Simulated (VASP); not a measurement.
# SnO2 (P4_2/mnm) in VASP: vibrations by perturbation theory with LDA

Aim: the vibrations by perturbation theory of SnO2 with LDA.

All numbers are computed with VASP 6.6.1; they aren't measurements. Logs are shortened: lines on timing, memory, paths and dates and some standing lists are left out, and cuts for length are marked.

**1. The cell of the first run**

It takes space group P4_2/mnm (No. 136, tetragonal). Conventional cell: a = 4.738 Å, b = 4.738 Å, c = 3.187 Å, α = 90.00°, β = 90.00°, γ = 90.00°. Within 2.7 Å of Sn (site symmetry mmm) lie 6 O at 2.05 to 2.06 Å. Within 2.7 Å of O (site symmetry m2m) lie 3 Sn at 2.05 to 2.06 Å and 1 O at 2.59 Å.

**2. Vibrations by perturbation theory, LDA**

INCAR

```
SYSTEM = SnO2
ALGO = Normal
EDIFF = 1E-8
ENCUT = 520
IBRION = 8
ISIF = 2
ISMEAR = -1
LASPH = .TRUE.
LCHARG = .TRUE.
LREAL = .FALSE.
LWAVE = .FALSE.
NELM = 100
NSW = 1
PREC = Accurate
SIGMA = 0.01
```

KPOINTS

```
k-points
0
G
  4 4 6
  0 0 0
```

POSCAR

```
SnO2
1.0
    4.7380000000      0.0000000000      0.0000000000
    0.0000000000      4.7380000000      0.0000000000
    0.0000000000      0.0000000000      3.1865000000
Sn O
2 4
Direct
    0.0000000000      0.0000000000      0.0000000000
    0.5000000000      0.5000000000      0.5000000000
    0.3071000000      0.3071000000      0.0000000000
    0.1929000000      0.8071000000      0.5000000000
    0.6929000000      0.6929000000      0.0000000000
    0.8071000000      0.1929000000      0.5000000000
```

Potentials or basis: VASP PAW LDA potentials, release 64 (Sn_d, O).

On the command line:

```bash
> cat potpaw_LDA.64/Sn_d/POTCAR potpaw_LDA.64/O/POTCAR > POTCAR
> mpirun -np 1 vasp_std > vasp.out
```

OUTCAR:

```text
SYSTEM = SnO2
   EDIFF = 1E-8
   ENCUT = 520
   IBRION = 8
   ISIF = 2
   ISMEAR = -1
   LASPH = .TRUE.
   LREAL = .FALSE.
   NELM = 100
   NSW = 1
   PREC = Accurate

 ion  position               nearest neighbor table
   1  0.000  0.000  0.000-   4 2.05   6 2.05   4 2.05   6 2.05   5 2.06   3 2.06   2 3.71   2 3.71
                             2 3.71   2 3.71   2 3.71   2 3.71   2 3.71   2 3.71
   2  0.500  0.500  0.500-   3 2.05   5 2.05   3 2.05   5 2.05   4 2.06   6 2.06   1 3.71   1 3.71
                             1 3.71   1 3.71   1 3.71   1 3.71   1 3.71   1 3.71
   3  0.307  0.307  0.000-   2 2.05   2 2.05   1 2.06
   4  0.193  0.807  0.500-   1 2.05   1 2.05   2 2.06
   5  0.693  0.693  0.000-   2 2.05   2 2.05   1 2.06
   6  0.807  0.193  0.500-   1 2.05   1 2.05   2 2.06

  LATTYP: Found a simple tetragonal cell.
 ALAT       =     4.7380000000
 C/A-ratio  =     0.6725411566

  Lattice vectors:

 A1 = (   4.7380000000,   0.0000000000,   0.0000000000)
 A2 = (   0.0000000000,   4.7380000000,   0.0000000000)
 A3 = (   0.0000000000,   0.0000000000,   3.1865000000)

Analysis of symmetry for initial positions (statically):
=====================================================================
 Subroutine PRICEL returns:
 Original cell was already a primitive cell.

 Routine SETGRP: Setting up the symmetry group for a
 simple tetragonal supercell.

 Subroutine GETGRP returns: Found 16 space group operations
 (whereof  8 operations were pure point group operations)
 out of a pool of 16 trial point group operations.

The static configuration has the point symmetry D_2h.
 The point group associated with its full space group is D_4h.

Analysis of symmetry for dynamics (positions and initial velocities):
=====================================================================
 Subroutine PRICEL returns:
 Original cell was already a primitive cell.

 Routine SETGRP: Setting up the symmetry group for a
 simple tetragonal supercell.

 Subroutine GETGRP returns: Found 16 space group operations
 (whereof  8 operations were pure point group operations)
 out of a pool of 16 trial point group operations.

The dynamic configuration has the point symmetry D_2h.
 The point group associated with its full space group is D_4h.

 Subroutine INISYM returns: Found 16 space group operations
 (whereof  8 operations are pure point group operations),
 and found     1 'primitive' translations

----------------------------------------------------------------------------------------

                                     Primitive cell

  volume of cell :      71.5326
[... 987 lines left out ...]

 POSITION                                       TOTAL-FORCE (eV/Angst)
 -----------------------------------------------------------------------------------
      0.00000      0.00000      0.00000         0.000000      0.000000      0.000000
      2.36900      2.36900      1.59325         0.000000      0.000000      0.000000
      1.45504      1.45504      0.00000        -0.127574     -0.127574     -0.000000
      0.91396      3.82404      1.59325         0.127574     -0.127574     -0.000000
      3.28296      3.28296      0.00000         0.127574      0.127574      0.000000
      3.82404      0.91396      1.59325        -0.127574      0.127574      0.000000
 -----------------------------------------------------------------------------------
    total drift:                               -0.000000      0.000000      0.000000

  FREE ENERGIE OF THE ION-ELECTRON SYSTEM (eV)
  ---------------------------------------------------
  free  energy   TOTEN  =       -42.2767389559 eV

  energy  without entropy=      -42.2767389559  energy(sigma->0) =      -42.27673896

[... ionic steps 2 to 9 ...]

--------------------------------------- Ionic step       10  -------------------------------------------

------------------------ aborting loop because EDIFF is reached ----------------------------------------

[... ionic steps 11 to 11 ...]

--------------------------------------- Ionic step       12  -------------------------------------------

 Free energy of the ion-electron system (eV)
  ---------------------------------------------------
  ---------------------------------------------------
  free energy    TOTEN  =        -0.35462441 eV

  energy without entropy =       -0.35462441

------------------------ aborting loop because EDIFF is reached ----------------------------------------

 INTERNAL STRAIN TENSOR  FOR ION    3  DIRECTION 3   (eV/Angst):
 -----------------------------------------------------------------------------
    -0.00038 -0.03245  6.11982
    -0.03245 -0.00038  6.11982
     5.57819  5.57819 -0.01966

 INTERNAL STRAIN TENSOR FOR ION    6 for displacements in x,y,z  (eV/Angst):
          X           Y           Z          XY          YZ          ZX
  --------------------------------------------------------------------------------
  x     1.83264     1.14613     5.70589     1.87833     0.00000     0.00000
  y    -1.14613    -1.83264    -5.70589    -1.89308     0.00000     0.00000
  z     0.00000     0.00000     0.00000     0.00000    -5.57819     6.11982

 SECOND DERIVATIVES (NOT SYMMETRIZED)
 ------------------------------------
               1X          1Y          1Z          2X          2Y          2Z          3X          3Y          3Z          4X          4Y          4Z          5X          5Y          5Z          6X          6Y          6Z
  1X   -24.056779    1.225054    0.000000    9.263385   -0.003858    0.000000    2.592446    3.449184    0.000000    4.804251   -4.059782    0.000000    2.592446    3.449184    0.000000    4.804251   -4.059782    0.000000
  1Y     1.225054  -24.056779    0.000000   -0.003858    9.263385    0.000000    3.449184    2.592446    0.000000   -4.059782    4.804251    0.000000    3.449184    2.592446    0.000000   -4.059782    4.804251    0.000000
  1Z     0.000000    0.000000  -21.157706    0.000000    0.000000    0.224740    0.000000    0.000000    0.383732    0.000000    0.000000   10.082751    0.000000    0.000000    0.383732    0.000000    0.000000   10.082751
  2X     9.263385    0.003858    0.000000  -24.056779   -1.225054    0.000000    4.804251    4.059782    0.000000    2.592446   -3.449184    0.000000    4.804251    4.059782    0.000000    2.592446   -3.449184    0.000000
  2Y     0.003858    9.263385    0.000000   -1.225054  -24.056779    0.000000    4.059782    4.804251    0.000000   -3.449184    2.592446    0.000000    4.059782    4.804251    0.000000   -3.449184    2.592446    0.000000
  2Z     0.000000    0.000000    0.224740    0.000000    0.000000  -21.157706    0.000000    0.000000   10.082751    0.000000    0.000000    0.383732    0.000000    0.000000   10.082751    0.000000    0.000000    0.383732
  3X     2.607214    3.460782    0.000000    4.790521    4.063765    0.000000  -13.523686   -9.911237    0.000000   -0.313691    0.454377    0.000000    2.586056    2.389886    0.000000    3.853586   -0.457574    0.000000
  3Y     3.460782    2.607214    0.000000    4.063765    4.790521    0.000000   -9.911237  -13.523686    0.000000   -0.457574    3.853586    0.000000    2.389886    2.586056    0.000000    0.454377   -0.313691    0.000000
  3Z     0.000000    0.000000    0.358223    0.000000    0.000000   10.088090    0.000000    0.000000  -13.593726    0.000000    0.000000    1.739978    0.000000    0.000000   -0.332542    0.000000    0.000000    1.739978
  4X     4.790521   -4.063765    0.000000    2.607214   -3.460782    0.000000   -0.313691   -0.454377    0.000000  -13.523686    9.911237    0.000000    3.853586    0.457574    0.000000    2.586056   -2.389886    0.000000
  4Y    -4.063765    4.790521    0.000000   -3.460782    2.607214    0.000000    0.457574    3.853586    0.000000    9.911237  -13.523686    0.000000   -0.454377   -0.313691    0.000000   -2.389886    2.586056    0.000000
  4Z     0.000000    0.000000   10.088090    0.000000    0.000000    0.358223    0.000000    0.000000    1.739978    0.000000    0.000000  -13.593726    0.000000    0.000000    1.739978    0.000000    0.000000   -0.332542
  5X     2.607214    3.460782    0.000000    4.790521    4.063765    0.000000    2.586056    2.389886    0.000000    3.853586   -0.457574    0.000000  -13.523686   -9.911237    0.000000   -0.313691    0.454377    0.000000
  5Y     3.460782    2.607214    0.000000    4.063765    4.790521    0.000000    2.389886    2.586056    0.000000    0.454377   -0.313691    0.000000   -9.911237  -13.523686    0.000000   -0.457574    3.853586    0.000000
  5Z     0.000000    0.000000    0.358223    0.000000    0.000000   10.088090    0.000000    0.000000   -0.332542    0.000000    0.000000    1.739978    0.000000    0.000000  -13.593726    0.000000    0.000000    1.739978
  6X     4.790521   -4.063765    0.000000    2.607214   -3.460782    0.000000    3.853586    0.457574    0.000000    2.586056   -2.389886    0.000000   -0.313691   -0.454377    0.000000  -13.523686    9.911237    0.000000
  6Y    -4.063765    4.790521    0.000000   -3.460782    2.607214    0.000000   -0.454377   -0.313691    0.000000   -2.389886    2.586056    0.000000    0.457574    3.853586    0.000000    9.911237  -13.523686    0.000000
  6Z     0.000000    0.000000   10.088090    0.000000    0.000000    0.358223    0.000000    0.000000    1.739978    0.000000    0.000000   -0.332542    0.000000    0.000000    1.739978    0.000000    0.000000  -13.593726

 Eigenvectors and eigenvalues of the dynamical matrix
 ----------------------------------------------------

   1 f  =   22.617725 THz   142.111355 2PiTHz  754.446084 cm-1    93.539351 meV
             X         Y         Z           dx          dy          dz
      0.000000  0.000000  0.000000     0.000000    0.000000   -0.000000
      2.369000  2.369000  1.593250     0.000000    0.000000    0.000000
      1.455040  1.455040  0.000000    -0.353553   -0.353553    0.000000
      0.913960  3.824040  1.593250    -0.353553    0.353553   -0.000000
      3.282960  3.282960  0.000000     0.353553    0.353553    0.000000
      3.824040  0.913960  1.593250     0.353553   -0.353553   -0.000000
[... 145 lines left out ...]
  18 f/i=    0.005618 THz     0.035301 2PiTHz    0.187405 cm-1     0.023235 meV
             X         Y         Z           dx          dy          dz
      0.000000  0.000000  0.000000     0.000000    0.000000    0.627435
      2.369000  2.369000  1.593250     0.000000    0.000000    0.627435
      1.455040  1.455040  0.000000     0.000000    0.000000    0.230571
      0.913960  3.824040  1.593250     0.000000    0.000000    0.230571
      3.282960  3.282960  0.000000     0.000000    0.000000    0.230571
      3.824040  0.913960  1.593250     0.000000    0.000000    0.230571

--------------------------------------------------------------------------------------------------------

 ELASTIC MODULI CONTR FROM IONIC RELAXATION (kBar)
 Direction    XX          YY          ZZ          XY          YZ          ZX
 --------------------------------------------------------------------------------
 XX         -55.1925     21.1206    -65.2653     -0.0000      0.0000      0.0000
 YY          21.1206    -55.1925    -65.2653     -0.0000     -0.0000     -0.0000
 ZZ         -65.2653    -65.2653   -250.0337     -0.0000     -0.0000     -0.0000
 XY          -0.0000     -0.0000     -0.0000    -19.0265      0.0000      0.0000
 YZ           0.0000     -0.0000     -0.0000      0.0000   -210.2187     -0.0000
 ZX           0.0000     -0.0000     -0.0000      0.0000     -0.0000   -253.0242
 --------------------------------------------------------------------------------
```

Run time: 7.5 min. Hardware: 1 thread of Intel Xeon Platinum 8259CL at 2.50GHz (Skylake/Cascade Lake), shared host; peak memory 0.41 GiB.

What came out:

| Quantity | Value |
| --- | --- |
| Highest phonon frequency at Γ, LO-TO splitting left out | 754 cm⁻¹ |

Phonon frequencies in cm⁻¹ (negative: imaginary):
| q point | frequencies |
| --- | --- |
| (0.000, 0.000, 0.000) | 0 0 0 97 149 225 225 277 277 346 475 475 475 568 595 595 630 754 |

Caveat: spin-orbit coupling is left out, which moves the levels of the heavy elements.
